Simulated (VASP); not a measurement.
# PbSe in VASP: a series of runs, part 2 of 2

VASP 6.6.1. The steps go on from the part before.

## (3) Single point, PBEsol-based global hybrid with 25 % exact exchange

This run uses another cell than the first one, of 28.67 Å³/atom.

Input file POSCAR:

```
PbSe
1.0
    0.0000000000      3.0606500000      3.0606500000
    3.0606500000      0.0000000000      3.0606500000
    3.0606500000      3.0606500000      0.0000000000
Pb Se
1 1
Direct
    0.0000000000      0.0000000000      0.0000000000
    0.5000000000      0.5000000000      0.5000000000
```

Input file INCAR.step1:

```
SYSTEM = PbSe
PREC = Accurate
ENCUT = 520
EDIFF = 1E-5
ISMEAR = -1
SIGMA = 0.05
LREAL = .FALSE.
LASPH = .TRUE.
NELM = 100
ALGO = Normal
ISIF = 2
LWAVE = .TRUE.
NBANDS = 17
GGA = PE
```

Input file INCAR.step2:

```
SYSTEM = PbSe
PREC = Accurate
ENCUT = 520
EDIFF = 1E-6
ISMEAR = -1
SIGMA = 0.05
LREAL = .FALSE.
LASPH = .TRUE.
NELM = 100
ALGO = Normal
ISIF = 2
LWAVE = .FALSE.
LCHARG = .TRUE.
GGA = PS
LHFCALC = .TRUE.
AEXX = 0.25
PRECFOCK = Normal
LELF = .TRUE.
LVHAR = .TRUE.
NBANDS = 17
ISTART = 1
```

Input file KPOINTS:

```
regular mesh
0
G
  4 4 4
  0 0 0
```

Potentials or basis: VASP PAW PBE potentials, release 64 (Pb_d, Se).

Run with:

```
cat potpaw_PBE.64/Pb_d/POTCAR potpaw_PBE.64/Se/POTCAR > POTCAR
cp INCAR.step1 INCAR
mpirun -np 1 vasp_std > vasp.out
cp INCAR.step2 INCAR
mpirun -np 1 vasp_std > vasp.out
```

OUTCAR:

```text
SYSTEM = PbSe
   PREC = Accurate
   ENCUT = 520
   EDIFF = 1E-6
   ISMEAR = -1
   LREAL = .FALSE.
   LASPH = .TRUE.
   NELM = 100
   ISIF = 2
   GGA = PS
   LHFCALC = .TRUE.
   AEXX = 0.25
   PRECFOCK = Normal
   ISTART = 1

 ion  position               nearest neighbor table
   1  0.000  0.000  0.000-   2 3.06   2 3.06   2 3.06   2 3.06   2 3.06   2 3.06
   2  0.500  0.500  0.500-   1 3.06   1 3.06   1 3.06   1 3.06   1 3.06   1 3.06

  LATTYP: Found a face centered cubic cell.
 ALAT       =     6.1213000000

  Lattice vectors:

 A1 = (   0.0000000000,   3.0606500000,   3.0606500000)
 A2 = (   3.0606500000,   0.0000000000,   3.0606500000)
 A3 = (   3.0606500000,   3.0606500000,   0.0000000000)

Analysis of symmetry for initial positions (statically):
=====================================================================
 Subroutine PRICEL returns:
 Original cell was already a primitive cell.

 Routine SETGRP: Setting up the symmetry group for a
 face centered cubic supercell.

 Subroutine GETGRP returns: Found 48 space group operations
 (whereof 48 operations were pure point group operations)
 out of a pool of 48 trial point group operations.

The static configuration has the point symmetry O_h .

Analysis of symmetry for dynamics (positions and initial velocities):
=====================================================================
 Subroutine PRICEL returns:
 Original cell was already a primitive cell.

 Routine SETGRP: Setting up the symmetry group for a
 face centered cubic supercell.

 Subroutine GETGRP returns: Found 48 space group operations
 (whereof 48 operations were pure point group operations)
 out of a pool of 48 trial point group operations.

The dynamic configuration has the point symmetry O_h .

 Subroutine INISYM returns: Found 48 space group operations
 (whereof 48 operations are pure point group operations),
 and found     1 'primitive' translations

----------------------------------------------------------------------------------------

                                     Primitive cell

  volume of cell :      57.3418

  direct lattice vectors                    reciprocal lattice vectors
     0.000000000  3.060650000  3.060650000    -0.163363991  0.163363991  0.163363991
     3.060650000  0.000000000  3.060650000     0.163363991 -0.163363991  0.163363991
     3.060650000  3.060650000  0.000000000     0.163363991  0.163363991 -0.163363991

  length of vectors
     4.328412740  4.328412740  4.328412740     0.282954733  0.282954733  0.282954733

  position of ions in fractional coordinates (direct lattice)
     0.000000000  0.000000000  0.000000000
     0.500000000  0.500000000  0.500000000

  ion indices of the primitive-cell ions
   primitive index   ion index
                 1           1
                 2           2

----------------------------------------------------------------------------------------

 KPOINTS: regular mesh

Automatic generation of k-mesh.
 Grid dimensions read from file:
 generate k-points for:    4    4    4

 Generating k-lattice:

  Cartesian coordinates                     Fractional coordinates (reciprocal lattice)
    -0.040840998  0.040840998  0.040840998     0.250000000  0.000000000  0.000000000
     0.040840998 -0.040840998  0.040840998     0.000000000  0.250000000  0.000000000
     0.040840998  0.040840998 -0.040840998     0.000000000  0.000000000  0.250000000

  Length of vectors
     0.070738683  0.070738683  0.070738683

  Shift w.r.t. Gamma in fractional coordinates (k-lattice)
     0.000000000  0.000000000  0.000000000

 Subroutine IBZKPT returns following result:
 ===========================================

 Found      8 irreducible k-points:

 Following reciprocal coordinates:
            Coordinates               Weight
  0.000000  0.000000  0.000000      1.000000
  0.250000  0.000000  0.000000      8.000000
  0.500000  0.000000  0.000000      4.000000
  0.250000  0.250000  0.000000      6.000000
  0.500000  0.250000  0.000000     24.000000
 -0.250000  0.250000  0.000000     12.000000
  0.500000  0.500000  0.000000      3.000000
 -0.250000  0.500000  0.250000      6.000000
   k-points           NKPTS =      8   k-points in BZ     NKDIM =     64   number of bands    NBANDS=     17
   number of dos      NEDOS =    301   number of ions     NIONS =      2
   total plane-waves  NPLWV =  32768
   dimension x,y,z NGX =    32 NGY =   32 NGZ =   32
   dimension x,y,z NGXF=    64 NGYF=   64 NGZF=   64
   ions per type =               1   1
   NGX,Y,Z   is equivalent  to a cutoff of  12.29, 12.29, 12.29 a.u.
   NGXF,Y,Z  is equivalent  to a cutoff of  24.58, 24.58, 24.58 a.u.
 SYSTEM =  PbSe
   PREC   = accura    normal or accurate (medium, high low for compatibility)
   ISTART =      1    job   : 0-new  1-cont  2-samecut
   ICHARG =      0    charge: 1-file 2-atom 10-const
   ISPIN  =      1    spin polarized calculation?
   LNONCOLLINEAR =      F non collinear calculations
   LSORBIT =      F    spin-orbit coupling
   LASPH  =      T    aspherical Exc in radial PAW
   ENCUT  =  520.0 eV  38.22 Ry    6.18 a.u.   8.05  8.05  8.05*2*pi/ulx,y,z
   NELM   =    100;   NELMIN=  2; NELMDL=  0     # of ELM steps
   EDIFF  = 0.1E-05   stopping-criterion for ELM
   LREAL  =      F    real-space projection
   EDIFFG = 0.1E-04   stopping-criterion for IOM
   NSW    =      0    number of steps for IOM
   IBRION =     -1    ionic relax: 0-MD 1-quasi-New 2-CG
   NFREE  =      0    steps in history (QN), initial steepest desc. (CG)
   ISIF   =      2    stress and relaxation
   ISYM   =      3    0-nonsym 1-usesym 2-fastsym
   POTIM  = 0.5000    time-step for ionic-motion
   TEBEG  =    0.0;   TEEND  =   0.0 temperature during run
   PSTRESS=    0.0 pullay stress
   NELECT =      20.0000    total number of electrons
   NUPDOWN=      -1.0000    fix difference up-down
   EMIN   =  10.00;   EMAX   =-10.00  energy-range for DOS
   EFERMI =   0.00;   METHOD = LEGACY
   ISMEAR =    -1;   SIGMA  =   0.05  broadening in eV -4-tet -1-fermi 0-gaus
   EFERMI_NEDOS =   21; number of points for ismear=-14 and -15
   IALGO  =     38    algorithm
   IMIX   =      1    mixing-type and parameters
     AMIX     =   0.40;   BMIX     =  1.00
     AMIX_MAG =   1.60;   BMIX_MAG =  1.00
  volume/ion in A,a.u.               =      28.67       193.48
  Fermi-wavevector in a.u.,A,eV,Ry     =   1.152377  2.177676 18.068159  1.327972
  Thomas-Fermi vector in A             =   2.289028
   LORBIT       =      0    0 simple, 1 ext, 2 COOP (PROOUT), +10 PAW based schemes
   GGA     = PS    functional components
   LHFCALC =     T    Hartree Fock is set to
   PRECFOCK=normal    Normal, Fast or Accurate (Low or Medium for compatibility)
   ENCUT4O =  -1.0   cutoff for four orbital integrals eV
   NKREDX  =     1    reduce k-point grid by
   NKREDY  =     1    reduce k-point grid by
   NKREDZ  =     1    reduce k-point grid by
   AEXX    =    0.2500 exact exchange contribution
   HFSCREEN=    0.0000 screening length (either q_TF or 0.3 A-1)
   HFSCREENC=   0.0000 screening length for correlation (either q_TF or 0.3 A-1)
   ENCUTFOCK=  -1.0 apply spherical cutoff to Coloumb kernel
   IVDW    =     0    specifies the selected vdW correction
   LEPSILON=     F    determine dielectric tensor
   LRPA    =     F    only Hartree local field effects (RPA)
 non-spin polarized calculation
  energy-cutoff  :      520.00
  volume of cell :       57.34
 maximum number of plane-waves:      1572
  NGX = 28; NGY = 28; NGZ = 28

 number of electron      20.0000000 magnetization

 Free energy of the ion-electron system (eV)
  ---------------------------------------------------
  ext. energy  EPLUGINS =         0.00000000
  ---------------------------------------------------
  free energy    TOTEN  =       -11.28740005 eV

  energy without entropy =      -11.28739962  energy(sigma->0) =      -11.28739983

 E-fermi :   4.9630     XC(G=0):  -7.6838

 val. band max:        4.3176968210   @ k =   0.5000   0.0000   0.0000
 cond. band min:       5.6083392401   @ k =   0.5000   0.0000   0.0000
 fundamental gap:      1.2906424191
 Fermi energy:         4.9630128707

 k-point     1 :       0.0000    0.0000    0.0000
  band No.  band energies     occupation
      1     -14.3333      2.00000
      2     -14.3333      2.00000
      3     -14.3240      2.00000
      4     -14.3240      2.00000
      5     -14.3240      2.00000
      6     -10.8239      2.00000
[... 137 lines left out ...]
      4     -14.3120      2.00000
      5     -14.2790      2.00000
      6      -9.1807      2.00000
[... 9 lines left out ...]
     16      17.7903      0.00000
     17      18.6981      0.00000

------------------------ aborting loop because EDIFF is reached ----------------------------------------

  FORCE on cell =-STRESS in cart. coord.  units (eV):
  Direction    XX          YY          ZZ          XY          YZ          ZX
  --------------------------------------------------------------------------------------
  -------------------------------------------------------------------------------------
  Total       -0.3225230     -0.3225230     -0.3225230     -0.0000000     -0.0000000      0.0000000
  in kB       -9.0115663     -9.0115663     -9.0115663     -0.0000000     -0.0000000      0.0000000
  external PRESSURE =      -9.0115663 kB  Pullay stress =       0.0000000 kB

 VOLUME and BASIS-vectors are now :
 -----------------------------------------------------------------------------
  energy-cutoff  :      520.00
  volume of cell :       57.34
      direct lattice vectors                 reciprocal lattice vectors
     0.000000000  3.060650000  3.060650000    -0.163363991  0.163363991  0.163363991
     3.060650000  0.000000000  3.060650000     0.163363991 -0.163363991  0.163363991
     3.060650000  3.060650000  0.000000000     0.163363991  0.163363991 -0.163363991

 POSITION                                       TOTAL-FORCE (eV/Angst)
 -----------------------------------------------------------------------------------
      0.00000      0.00000      0.00000        -0.000000     -0.000000     -0.000000
      3.06065      3.06065      3.06065         0.000000      0.000000      0.000000
 -----------------------------------------------------------------------------------
    total drift:                               -0.000001     -0.000003     -0.000001

  FREE ENERGIE OF THE ION-ELECTRON SYSTEM (eV)
  ---------------------------------------------------
  free  energy   TOTEN  =       -11.2874000498 eV

  energy  without entropy=      -11.2873996183  energy(sigma->0) =      -11.28739983
```

Run time: 15 min. Hardware: 1 thread of AMD EPYC 7R13 (Zen 3), shared host; peak memory 0.17 GiB.

Results:

- Free energy: -11.2874 eV
- Pressure: -0.9 GPa
- Band gap on the k mesh: 1.29 eV

Levels at points of the mesh, in eV from the valence-band top:
```tsv
k point	band 7	band 8	band 9	band 10	band 11	band 12	band 13	band 14
(0.00, 0.00, 0.00)	-6.75	-2.23	-2.23	-2.23	6.16	6.16	6.16	7.82
(0.50, 0.00, 0.00)	-9.74	-1.79	-1.79	0.00	1.29	2.80	2.80	9.94
(0.50, 0.50, 0.00)	-8.02	-5.73	-3.74	-3.74	4.76	7.16	7.16	7.62
```

Caveat: the k points lie up to 0.44 Å⁻¹ apart; the PAW data sets were made with another functional, which shifts forces and pressure a little; spin-orbit coupling is left out, which moves the levels of the heavy elements.

## (4) Single point, PBE (atoms moved at random)

Input file INCAR:

```
ALGO = Normal
EDIFF = 1E-7
ENCUT = 400
ISIF = 2
ISMEAR = 0
LASPH = T
LCHARG = F
LREAL = F
LWAVE = F
NELM = 100
PREC = Accurate
SIGMA = 0.02
```

Input file KPOINTS:

```
k-points
0
Gamma
  6 6 6
```

Input file POSCAR:

```
PbSe
1.0
    0.0000000000      3.0606500000      3.0606500000
    3.0606500000      0.0000000000      3.0606500000
    3.0606500000      3.0606500000      0.0000000000
Pb Se
1 1
Direct
   -0.0007790000      0.0015560000     -0.0012740000
    0.4990180000      0.4987710000      0.4988220000
```

Run with:

```
cat potpaw_PBE.64/Pb_d/POTCAR potpaw_PBE.64/Se/POTCAR > POTCAR
mpirun -np 1 vasp_std > vasp.out
```

Run time: 69 s. Hardware: 1 thread of Intel Xeon Platinum 8488C (Sapphire Rapids), shared host; peak memory 0.2 GiB.

It converged, with:

* Free energy: -8.1812 eV
* Pressure: 2.4 GPa
* Largest force: 0.004 eV/Å
* Band gap on the k mesh: 0.29 eV

Forces in eV/Å, atoms in the order of the input:
```
Pb  -0.002  0.000 -0.003
Se   0.002  0.000  0.003
```

Levels at points of the mesh, in eV from the valence-band top:
| k point | band 7 | band 8 | band 9 | band 10 | band 11 | band 12 | band 13 | band 14 |
| --- | --- | --- | --- | --- | --- | --- | --- | --- |
| (0.00, 0.00, 0.00) | -6.30 | -1.88 | -1.88 | -1.88 | 4.71 | 4.71 | 4.71 | 6.52 |
| (0.50, 0.00, 0.00) | -8.80 | -1.47 | -1.47 | 0.00 | 0.29 | 1.70 | 1.70 | 8.55 |
| (0.00, 0.50, 0.00) | -8.80 | -1.47 | -1.47 | 0.00 | 0.29 | 1.70 | 1.70 | 8.55 |
| (0.00, 0.00, 0.50) | -8.80 | -1.47 | -1.47 | 0.00 | 0.29 | 1.70 | 1.70 | 8.55 |
| (0.50, 0.50, 0.50) | -8.80 | -1.47 | -1.47 | 0.00 | 0.29 | 1.70 | 1.70 | 8.55 |
| (0.50, 0.50, 0.00) | -7.38 | -4.98 | -3.24 | -3.24 | 3.69 | 5.61 | 5.61 | 6.05 |
| (0.00, 0.50, 0.50) | -7.38 | -4.98 | -3.24 | -3.24 | 3.69 | 5.61 | 5.61 | 6.05 |
| (0.50, 0.00, 0.50) | -7.38 | -4.98 | -3.24 | -3.24 | 3.69 | 5.61 | 5.61 | 6.05 |

Caveat: the cell differs from its parent crystal (atoms moved at random); spin-orbit coupling is left out, which moves the levels of the heavy elements.

## (5) Single point, B3LYP

This run uses another cell than the first one, of 31.16 Å³/atom.

Input file POSCAR:

```
PbSe
1.0
    0.0000000000      3.1467070098      3.1467070098
    3.1467070098      0.0000000000      3.1467070098
    3.1467070098      3.1467070098      0.0000000000
Pb Se
1 1
Direct
    0.0000000000      0.0000000000      0.0000000000
    0.5000000000      0.5000000000      0.5000000000
```

Input file INCAR.step1:

```
ALGO = Normal
EDIFF = 1E-5
ENCUT = 520
GGA = PE
ISIF = 2
ISMEAR = -1
LASPH = T
LCHARG = F
LREAL = F
LWAVE = T
NBANDS = 17
NELM = 100
PREC = Accurate
SIGMA = 0.05
```

Input file INCAR.step2:

```
AEXX = 0.2
AGGAC = 0.81
AGGAX = 0.72
ALDAC = 0.19
ALGO = Normal
EDIFF = 1E-6
ENCUT = 520
GGA = B3
ISIF = 2
ISMEAR = -1
ISTART = 1
LASPH = T
LCHARG = F
LHFCALC = T
LREAL = F
LWAVE = F
NBANDS = 17
NELM = 100
PREC = Accurate
PRECFOCK = Normal
SIGMA = 0.05
```

Input file KPOINTS:

```
k-points
0
Gamma
  4 4 4
```

Run with:

```
cat potpaw_PBE.64/Pb_d/POTCAR potpaw_PBE.64/Se/POTCAR > POTCAR
cp INCAR.step1 INCAR
mpirun -np 1 vasp_std > vasp.out
cp INCAR.step2 INCAR
mpirun -np 1 vasp_std > vasp.out
```

Wall time 8.3 min (1 thread of Intel Xeon 6975P-C (Granite Rapids), shared host); peak memory 0.22 GiB.

Results (log left out):

* Free energy: -9.3261 eV
* Pressure: 0.0 GPa
* Band gap on the k mesh: 1.51 eV

Levels at points of the mesh, in eV from the valence-band top:
| k point | band 8 | band 9 | band 10 | band 11 | band 12 | band 13 |
| --- | --- | --- | --- | --- | --- | --- |
| (0.00, 0.00, 0.00) | -1.69 | -1.69 | -1.69 | 5.68 | 5.68 | 5.68 |
| (0.50, 0.00, 0.00) | -1.29 | -1.29 | 0.00 | 1.51 | 2.84 | 2.84 |
| (0.50, 0.50, 0.00) | -4.67 | -2.99 | -2.99 | 5.33 | 6.53 | 6.53 |

Caveat: the k points lie up to 0.43 Å⁻¹ apart; the PAW data sets were made with another functional, which shifts forces and pressure a little; spin-orbit coupling is left out, which moves the levels of the heavy elements.

## (6) Relaxation of cell and atoms, B3LYP

This run uses another cell than the first one, of 28.67 Å³/atom.

Input file POSCAR:

```
PbSe
1.0
    0.0000000000      3.0606500000      3.0606500000
    3.0606500000      0.0000000000      3.0606500000
    3.0606500000      3.0606500000      0.0000000000
Pb Se
1 1
Direct
    0.0000000000      0.0000000000      0.0000000000
    0.5000000000      0.5000000000      0.5000000000
```

Input file INCAR.step1:

```
PREC = Accurate
ENCUT = 600
EDIFF = 1E-5
ISMEAR = -1
SIGMA = 0.05
LREAL = F
LASPH = T
NELM = 80
ALGO = Normal
LWAVE = T
LCHARG = F
GGA = PE
NBANDS = 17
```

Input file INCAR.step2:

```
PREC = Accurate
ENCUT = 600
EDIFF = 1E-7
ISMEAR = -1
SIGMA = 0.05
LREAL = F
LASPH = T
NELM = 80
ALGO = Normal
ISIF = 3
LWAVE = F
LCHARG = F
GGA = B3
LHFCALC = T
AEXX = 0.2
AGGAX = 0.72
AGGAC = 0.81
ALDAC = 0.19
PRECFOCK = Normal
IBRION = 2
NSW = 60
EDIFFG = -0.01
ISTART = 1
```

Input file KPOINTS:

```
regular mesh
0
Gamma
  4 4 4
```

Potentials or basis: VASP PAW PBE potentials, release 64 (Pb_d, Se).

Run with:

```
cat potpaw_PBE.64/Pb_d/POTCAR potpaw_PBE.64/Se/POTCAR > POTCAR
cp INCAR.step1 INCAR
mpirun -np 1 vasp_std > vasp.out
cp INCAR.step2 INCAR
mpirun -np 1 vasp_std > vasp.out
```

Wall time 32 min (1 thread of Intel Xeon 6975P-C (Granite Rapids), shared host); peak memory 0.24 GiB.

Results (log left out):

```yaml
Free_energy: -9.3254 eV
Relaxed_volume: 31.15 Å³/atom
Relaxed_cell: a = 4.450 Å, b = 4.450 Å, c = 4.450 Å, α = 60.00°, β = 60.00°, γ = 60.00°
Space_group_after_relaxing_to_0.1_Å: Fm-3m (No. 225)
Energy_gained_by_relaxing: 32.6 meV/atom
Ionic_steps: 3
Pressure_after_relaxing: 0.0 GPa
Band_gap_on_the_k_mesh: 1.51 eV
```

Step by step:
```
step  energy change (eV)  largest force (eV/Å)  pressure (GPa)  volume (Å³)
   1              0.0000                0.0000            4.53        57.34
   2             -0.0565                0.0000           -1.34        64.33
   3             -0.0653                0.0000            0.00        62.30
```

Final structure:
```yaml
crystal:
  lattice:
    - [0.00000, 3.14647, 3.14647]
    - [3.14647, 0.00000, 3.14647]
    - [3.14647, 3.14647, 0.00000]
  atoms:
    - { symbol: Pb, position: [0.00000, 0.00000, 0.00000] }
    - { symbol: Se, position: [0.50000, 0.50000, 0.50000] }
```

Levels at points of the mesh, in eV from the valence-band top:
```
           k point  band 7  band 8  band 9  band 10  band 11  band 12  band 13  band 14
(0.00, 0.00, 0.00)   -6.82   -1.69   -1.69    -1.69     5.68     5.68     5.68     8.04
(0.50, 0.00, 0.00)   -9.05   -1.29   -1.29     0.00     1.51     2.84     2.84    10.00
(0.50, 0.50, 0.00)   -7.79   -4.68   -2.99    -2.99     5.33     6.53     6.53     7.02
```

Caveat: the k points lie up to 0.43 Å⁻¹ apart in the final cell; the PAW data sets were made with another functional, which shifts forces and pressure a little; spin-orbit coupling is left out, which moves the levels of the heavy elements. A k mesh can miss the band edges.

## (7) Summary

```tsv
task	level	cell	k mesh	cutoff (eV)	smearing	dipole correction	grid for exact exchange (PRECFOCK)	share of exact exchange	gap on the mesh (eV)	pressure (GPa)
single point	PBEsol-based global hybrid with 25 % exact exchange	a = 4.299 Å, angles 60.0°, 2 atoms, atomic positions A	4 × 4 × 4	520	fermi-dirac 0.05 eV	no	Normal	0.25	1.21	0.2
single point	PBEsol-based global hybrid with 25 % exact exchange	a = 4.328 Å, angles 60.0°, 2 atoms, atomic positions A	4 × 4 × 4	520	fermi-dirac 0.05 eV	no	Normal	0.25	1.29	-0.9
single point	PBE	a = 4.328 Å, angles 60.0°, 2 atoms, atomic positions B	6 × 6 × 6	400	gaussian 0.02 eV	-	-	-	0.29	2.4
single point	B3LYP	a = 4.450 Å, angles 60.0°, 2 atoms, atomic positions A	4 × 4 × 4	520	fermi-dirac 0.05 eV	no	Normal	0.2	1.51	0.0
relaxation of cell and atoms	B3LYP	relaxed from a = 4.328 Å, angles 60.0°, 2 atoms, atomic positions A	4 × 4 × 4	600	fermi-dirac 0.05 eV	no	Normal	0.2	1.51	0.0
```

Alike in all rows: potentials or basis VASP PAW PBE potentials, release 64 (Pb_d, Se); no spin polarisation.

Caveats: some runs use coarse meshes; spin-orbit coupling is left out, which moves the levels of the heavy elements; the PAW data sets were made with another functional, which shifts forces and pressure a little (at least some runs).

Total energies depend on the potentials used, so only differences within one code and one set of settings carry meaning.
